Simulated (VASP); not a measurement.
Runs of VASP 6.6.1 on BP. The structure is that of space group F-43m (No. 216), or close to it. The cells are those of the table. 

| cell | gap on the mesh (eV) | pressure (GPa) |
| --- | --- | --- |
| a = 3.185, b = 3.209 Å, angles 59.8, 60.5, 59.8°, 2 atoms | (b) | (d) |
| a = 3.241, b = 3.209 Å, angles 60.3, 59.3, 60.3°, 2 atoms | 1.12 | -2.3 |
| a = 3.237, b = 3.209 Å, angles 60.3, 59.4, 60.3°, 2 atoms | 1.13 | -1.9 |
| a = 3.217, b = 3.209 Å, angles 60.1, 59.8, 60.1°, 2 atoms | 1.21 | 0.1 |
| a = 3.201, b = 3.209 Å, angles 59.9, 60.2, 59.9°, 2 atoms | 1.16 | 1.7 |
| a = 3.193, b = 3.209 Å, angles 59.8, 60.3, 59.8°, 2 atoms | 1.07 | 2.6 |
| a = 3.225, b = 3.209 Å, angles 60.2, 59.7, 60.2°, 2 atoms | 1.18 | (c) |
| a = 3.177, b = 3.209 Å, angles 59.7, 60.7, 59.7°, 2 atoms | 0.91 | (a) |

Alike in all rows: task single point; level PBE; potentials or basis VASP PAW PBE potentials, release 64 (B, P); no spin polarisation; k mesh 10 × 10 × 10; cutoff (eV) 520; smearing gaussian 0.05 eV.

**Question.** Fill in the values left out.

**Answer.** (a) 4.4; (b) 0.99; (c) -0.7; (d) 3.5.

A k mesh can miss the band edges.
